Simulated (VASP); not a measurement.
# PtC18 in VASP: single point with PBE

Aim: the single point of PtC18 with PBE.

All numbers are computed with VASP 6.6.1; they aren't measurements. Logs are shortened: lines on timing, memory, paths and dates and some standing lists are left out, and cuts for length are marked.

## 1. The cell of the first run

The cell holds a slab with vacuum, 19 atoms: a = 7.398 Å, b = 7.398 Å, c = 12.000 Å, α = 90.00°, β = 90.00°, γ = 120.00°.

## 2. Single point, PBE

Input file INCAR:

```
PREC     = Accurate       # precision mode
ENCUT    = 520            # plane-wave cutoff, eV
EDIFF    = 1E-6           # SCF threshold, eV
ISMEAR   = 0              # smearing method
SIGMA    = 0.02           # smearing width, eV
LREAL    = F              # projectors in reciprocal space
LASPH    = T              # aspherical terms in the spheres
NELM     = 120            # most SCF steps
ALGO     = Normal         # electronic algorithm
ISIF     = 2              # what is computed and relaxed
LWAVE    = F              # write WAVECAR
LCHARG   = F              # write CHGCAR
GGA      = PE             # functional
NBANDS   = 56             # bands
GGA_COMPAT= F            
NELMDL   = -8
```

Input file KPOINTS:

```
Automatic mesh
0
Gamma
  2 2 1
```

Input file POSCAR:

```
PtC18
1.0
    7.3980000000      0.0000000000      0.0000000000
   -3.6990000000      6.4068560000      0.0000000000
    0.0000000000      0.0000000000     12.0000000000
C Pt
18 1
Direct
    0.0021005549     -0.0000627453      0.0832880000
    0.2217519764      0.1116661589      0.0800104167
    0.0021076030      0.3353741679      0.0870467500
    0.2217386087      0.4442931135      0.0835285000
    0.0011169848      0.6670149914      0.0775326667
    0.2226089750      0.7781214374      0.0794488333
    0.3337965680      0.0007345256      0.0785352500
    0.5530432155      0.1131313081      0.0825573333
    0.3340679096      0.3337868059      0.0820148333
    0.5556449937      0.4448882572      0.0793218333
    0.3331800323      0.6664538738      0.0827165000
    0.5534318177      0.7746524973      0.0882936667
    0.6643515737      0.0000210712      0.0947096667
    0.8911067757      0.1119321240      0.0967516667
    0.6675318433      0.3345559819      0.0792375833
    0.8891469741      0.4448451784      0.0806345833
    0.6680882218      0.6663616289      0.0806291667
    0.8891733303      0.7777927270      0.0780272500
    0.7128758076      0.9918048728      0.2607150000
```

Potentials or basis: VASP PAW PBE potentials, release 64 (C, Pt).

On the command line:

```sh
$ cat potpaw_PBE.64/C/POTCAR potpaw_PBE.64/Pt/POTCAR > POTCAR
$ mpirun -np 1 vasp_std > vasp.out
```

OUTCAR:

```text
PREC = Accurate
   ENCUT = 520
   EDIFF = 1E-6
   ISMEAR = 0
   LREAL = F
   LASPH = T
   NELM = 120
   ISIF = 2
   GGA = PE
   NELMDL = -8

 ion  position               nearest neighbor table
   1  0.002  1.000  0.083-   2 1.41  18 1.42  14 1.44
   2  0.222  0.112  0.080-   1 1.41   9 1.42   7 1.43
   3  0.002  0.335  0.087-   4 1.41  16 1.43  14 1.44
   4  0.222  0.444  0.084-   3 1.41  11 1.42   9 1.43
   5  0.001  0.667  0.078-   6 1.42  16 1.42  18 1.43
   6  0.223  0.778  0.079-   5 1.42  11 1.42   7 1.43
   7  0.334  0.001  0.079-   8 1.41   6 1.43   2 1.43
   8  0.553  0.113  0.083-   7 1.41  15 1.42  13 1.45
   9  0.334  0.334  0.082-  10 1.42   2 1.42   4 1.43
  10  0.556  0.445  0.079-  17 1.42   9 1.42  15 1.42
  11  0.333  0.666  0.083-  12 1.41   4 1.42   6 1.42
  12  0.553  0.775  0.088-  11 1.41  17 1.43  13 1.45  19 2.52
  13  0.664  0.000  0.095-   8 1.45  12 1.45  14 1.45  19 2.03
  14  0.891  0.112  0.097-   3 1.44   1 1.44  13 1.45  19 2.29
  15  0.668  0.335  0.079-   8 1.42  16 1.42  10 1.42
  16  0.889  0.445  0.081-  15 1.42   5 1.42   3 1.43
  17  0.668  0.666  0.081-  18 1.42  10 1.42  12 1.43
  18  0.889  0.778  0.078-  17 1.42   1 1.42   5 1.43
  19  0.713  0.992  0.261-  13 2.03  14 2.29  12 2.52

  LATTYP: Found a hexagonal cell.
 ALAT       =     7.3980000000
 C/A-ratio  =     1.6220600162

  Lattice vectors:

 A1 = (   7.3980000000,   0.0000000000,   0.0000000000)
 A2 = (  -3.6990000000,   6.4068560000,   0.0000000000)
 A3 = (   0.0000000000,   0.0000000000,  12.0000000000)

Analysis of symmetry for initial positions (statically):
=====================================================================
 Subroutine PRICEL returns:
 Original cell was already a primitive cell.

 Routine SETGRP: Setting up the symmetry group for a
 hexagonal supercell.

 Subroutine GETGRP returns: Found  1 space group operations
 (whereof  1 operations were pure point group operations)
 out of a pool of 24 trial point group operations.

The static configuration has the point symmetry C_1 .

Analysis of symmetry for dynamics (positions and initial velocities):
=====================================================================
 Subroutine PRICEL returns:
 Original cell was already a primitive cell.

 Routine SETGRP: Setting up the symmetry group for a
 hexagonal supercell.

 Subroutine GETGRP returns: Found  1 space group operations
 (whereof  1 operations were pure point group operations)
 out of a pool of 24 trial point group operations.

The dynamic configuration has the point symmetry C_1 .

 Subroutine INISYM returns: Found  1 space group operations
 (whereof  1 operations are pure point group operations),
 and found     1 'primitive' translations

----------------------------------------------------------------------------------------

                                     Primitive cell

  volume of cell :     568.7750

  direct lattice vectors                    reciprocal lattice vectors
     7.398000000  0.000000000  0.000000000     0.135171668  0.078041398  0.000000000
    -3.699000000  6.406856000  0.000000000     0.000000000  0.156082796  0.000000000
     0.000000000  0.000000000 12.000000000     0.000000000  0.000000000  0.083333333

  length of vectors
     7.398000000  7.398000054 12.000000000     0.156082797  0.156082796  0.083333333

  position of ions in fractional coordinates (direct lattice)
     0.002100555  0.999937255  0.083288000
     0.221751976  0.111666159  0.080010417
     0.002107603  0.335374168  0.087046750
     0.221738609  0.444293114  0.083528500
     0.001116985  0.667014991  0.077532667
     0.222608975  0.778121437  0.079448833
[... 11 lines left out ...]
     0.889173330  0.777792727  0.078027250
     0.712875808  0.991804873  0.260715000

  ion indices of the primitive-cell ions
   primitive index   ion index
                 1           1
                 2           2
                 3           3
                 4           4
                 5           5
                 6           6
[... 11 lines left out ...]
                18          18
                19          19

----------------------------------------------------------------------------------------

 KPOINTS: Automatic mesh

Automatic generation of k-mesh.
 Grid dimensions read from file:
 generate k-points for:    2    2    1

 Generating k-lattice:

  Cartesian coordinates                     Fractional coordinates (reciprocal lattice)
     0.067585834  0.039020699  0.000000000     0.500000000  0.000000000  0.000000000
     0.000000000  0.078041398  0.000000000     0.000000000  0.500000000  0.000000000
     0.000000000  0.000000000  0.083333333     0.000000000  0.000000000  1.000000000

  Length of vectors
     0.078041399  0.078041398  0.083333333

  Shift w.r.t. Gamma in fractional coordinates (k-lattice)
     0.000000000  0.000000000  0.000000000

 Subroutine IBZKPT returns following result:
 ===========================================

 Found      4 irreducible k-points:

 Following reciprocal coordinates:
            Coordinates               Weight
  0.000000  0.000000  0.000000      1.000000
  0.500000  0.000000  0.000000      1.000000
  0.000000  0.500000  0.000000      1.000000
  0.500000  0.500000  0.000000      1.000000
   k-points           NKPTS =      4   k-points in BZ     NKDIM =      4   number of bands    NBANDS=     56
   number of dos      NEDOS =    301   number of ions     NIONS =     19
   total plane-waves  NPLWV = 282240
   dimension x,y,z NGX =    56 NGY =   56 NGZ =   90
   dimension x,y,z NGXF=   112 NGYF=  112 NGZF=  180
   ions per type =              18   1
   NGX,Y,Z   is equivalent  to a cutoff of  12.58, 12.58, 12.47 a.u.
   NGXF,Y,Z  is equivalent  to a cutoff of  25.17, 25.17, 24.94 a.u.
 SYSTEM =  unknown system
   PREC   = accura    normal or accurate (medium, high low for compatibility)
   ISTART =      0    job   : 0-new  1-cont  2-samecut
   ICHARG =      2    charge: 1-file 2-atom 10-const
   ISPIN  =      1    spin polarized calculation?
   LNONCOLLINEAR =      F non collinear calculations
   LSORBIT =      F    spin-orbit coupling
   LASPH  =      T    aspherical Exc in radial PAW
   ENCUT  =  520.0 eV  38.22 Ry    6.18 a.u.  13.76 13.76 22.31*2*pi/ulx,y,z
   NELM   =    120;   NELMIN=  2; NELMDL= -8     # of ELM steps
   EDIFF  = 0.1E-05   stopping-criterion for ELM
   LREAL  =      F    real-space projection
   EDIFFG = 0.1E-04   stopping-criterion for IOM
   NSW    =      0    number of steps for IOM
   IBRION =     -1    ionic relax: 0-MD 1-quasi-New 2-CG
   NFREE  =      0    steps in history (QN), initial steepest desc. (CG)
   ISIF   =      2    stress and relaxation
   ISYM   =      2    0-nonsym 1-usesym 2-fastsym
   POTIM  = 0.5000    time-step for ionic-motion
   TEBEG  =    0.0;   TEEND  =   0.0 temperature during run
   PSTRESS=    0.0 pullay stress
   NELECT =      82.0000    total number of electrons
   NUPDOWN=      -1.0000    fix difference up-down
   EMIN   =  10.00;   EMAX   =-10.00  energy-range for DOS
   EFERMI =   0.00;   METHOD = LEGACY
   ISMEAR =     0;   SIGMA  =   0.02  broadening in eV -4-tet -1-fermi 0-gaus
   EFERMI_NEDOS =   21; number of points for ismear=-14 and -15
   IALGO  =     38    algorithm
   IMIX   =      4    mixing-type and parameters
     AMIX     =   0.40;   BMIX     =  1.00
     AMIX_MAG =   1.60;   BMIX_MAG =  1.00
  volume/ion in A,a.u.               =      29.94       202.01
  Fermi-wavevector in a.u.,A,eV,Ry     =   0.858419  1.622176 10.025902  0.736883
  Thomas-Fermi vector in A             =   1.975621
   LORBIT       =      0    0 simple, 1 ext, 2 COOP (PROOUT), +10 PAW based schemes
   GGA     = PE    functional components
   LHFCALC =     F    Hartree Fock is set to
   AEXX    =    0.0000 exact exchange contribution
   IVDW    =     0    specifies the selected vdW correction
   LEPSILON=     F    determine dielectric tensor
   LRPA    =     F    only Hartree local field effects (RPA)
 non-spin polarized calculation
 Gauss-broadening in eV      SIGMA  =   0.02
  energy-cutoff  :      520.00
  volume of cell :      568.78
 maximum number of plane-waves:     15363
 NGX is ok and might be reduce to    56
   NGX = 27   NGY = 27   NGZ = 45

 number of electron      82.0000000 magnetization

 Free energy of the ion-electron system (eV)
  ---------------------------------------------------
  ext. energy  EPLUGINS =         0.00000000
  ---------------------------------------------------
  free energy    TOTEN  =      -167.85395263 eV

  energy without entropy =     -167.85395263  energy(sigma->0) =     -167.85395263

 E-fermi :  -1.1831     XC(G=0):  -4.2151

 val. band max:       -1.3075686306   @ k =   0.0000   0.0000   0.0000
 cond. band min:      -1.0729380344   @ k =   0.0000   0.0000   0.0000
 fundamental gap:      0.2346305962
 Fermi energy:        -1.1831121231

 k-point     1 :       0.0000    0.0000    0.0000
  band No.  band energies     occupation
      1     -20.9432      2.00000
      2     -18.6113      2.00000
      3     -18.3719      2.00000
      4     -18.3338      2.00000
      5     -18.2777      2.00000
      6     -18.2592      2.00000
[... 45 lines left out ...]
     52       3.6491      0.00000
     53       3.8347      0.00000

 k-point     2 :       0.5000    0.0000    0.0000
  band No.  band energies     occupation
      1     -20.3635      2.00000
      2     -20.2172      2.00000
      3     -19.0319      2.00000
      4     -18.9390      2.00000
      5     -16.6236      2.00000
      6     -16.5154      2.00000
[... 45 lines left out ...]
     52       3.8901      0.00000
     53       4.2610      0.00000

 k-point     3 :       0.0000    0.5000    0.0000
  band No.  band energies     occupation
      1     -20.3671      2.00000
      2     -20.2115      2.00000
      3     -19.0225      2.00000
      4     -18.9530      2.00000
      5     -16.6322      2.00000
      6     -16.5040      2.00000
[... 45 lines left out ...]
     52       3.8646      0.00000
     53       4.2534      0.00000

 k-point     4 :       0.5000    0.5000    0.0000
  band No.  band energies     occupation
      1     -20.3719      2.00000
      2     -20.2060      2.00000
      3     -19.0221      2.00000
      4     -18.9523      2.00000
      5     -16.6460      2.00000
      6     -16.5093      2.00000
[... 45 lines left out ...]
     52       3.8525      0.00000
     53       4.2506      0.00000
 [bands above 53 left out]

------------------------ aborting loop because EDIFF is reached ----------------------------------------

  FORCE on cell =-STRESS in cart. coord.  units (eV):
  Direction    XX          YY          ZZ          XY          YZ          ZX
  --------------------------------------------------------------------------------------
  -------------------------------------------------------------------------------------
  Total        3.7496633      4.7433377      0.0501815     -2.4178924      0.6094643      0.3774912
  in kB       10.5623929     13.3614655      0.1413559     -6.8109394      1.7167944      1.0633515
  external PRESSURE =       8.0217381 kB  Pullay stress =       0.0000000 kB

 VOLUME and BASIS-vectors are now :
 -----------------------------------------------------------------------------
  energy-cutoff  :      520.00
  volume of cell :      568.78
      direct lattice vectors                 reciprocal lattice vectors
     7.398000000  0.000000000  0.000000000     0.135171668  0.078041398  0.000000000
    -3.699000000  6.406856000  0.000000000     0.000000000  0.156082796  0.000000000
     0.000000000  0.000000000 12.000000000     0.000000000  0.000000000  0.083333333

 POSITION                                       TOTAL-FORCE (eV/Angst)
 -----------------------------------------------------------------------------------
     -3.68323      6.40645      0.99946        -0.011908     -0.016157      0.026159
      1.22747      0.71543      0.96013        -0.002679     -0.013418      0.005798
     -1.22496      2.14869      1.04456        -0.014853     -0.015949      0.029072
     -0.00302      2.84652      1.00234        -0.002063     -0.014303     -0.005835
     -2.45902      4.27347      0.93039        -0.012637     -0.012701     -0.001637
     -1.23141      4.98531      0.95339        -0.005549     -0.015759     -0.003947
[... 11 lines left out ...]
      3.70105      4.98321      0.93633        -0.008642     -0.019755      0.001725
      1.60517      6.35435      3.12858         0.177385      0.285893      0.076729
 -----------------------------------------------------------------------------------
    total drift:                               -0.000792      0.000900      0.000467

  FREE ENERGIE OF THE ION-ELECTRON SYSTEM (eV)
  ---------------------------------------------------
  free  energy   TOTEN  =      -167.8539526266 eV

  energy  without entropy=     -167.8539526266  energy(sigma->0) =     -167.85395263
```

It took 3.4 min on 1 thread of AMD EPYC 7R13 (Zen 3), shared host; peak memory 0.61 GiB.

What came out:

* Free energy: -167.8540 eV
* Largest force: 0.345 eV/Å
* Band gap on the k mesh: 0.23 eV

Forces in eV/Å, atoms in the order of the input:
```
C   -0.012 -0.016  0.026
C   -0.003 -0.013  0.006
C   -0.015 -0.016  0.029
C   -0.002 -0.014 -0.006
C   -0.013 -0.013 -0.002
C   -0.006 -0.016 -0.004
C   -0.015 -0.014 -0.003
C   -0.005 -0.021  0.007
C   -0.018 -0.021 -0.003
C   -0.004 -0.012 -0.013
C   -0.006 -0.013 -0.035
C   -0.010 -0.024 -0.071
C   -0.038 -0.024 -0.053
C    0.010 -0.004  0.067
C   -0.006 -0.011  0.001
C   -0.012 -0.019  0.003
C   -0.015 -0.015 -0.028
C   -0.009 -0.020  0.002
Pt   0.177  0.286  0.077
```

Caveat: the k points lie up to 0.49 Å⁻¹ apart; spin-orbit coupling is left out, which moves the levels of the heavy elements.
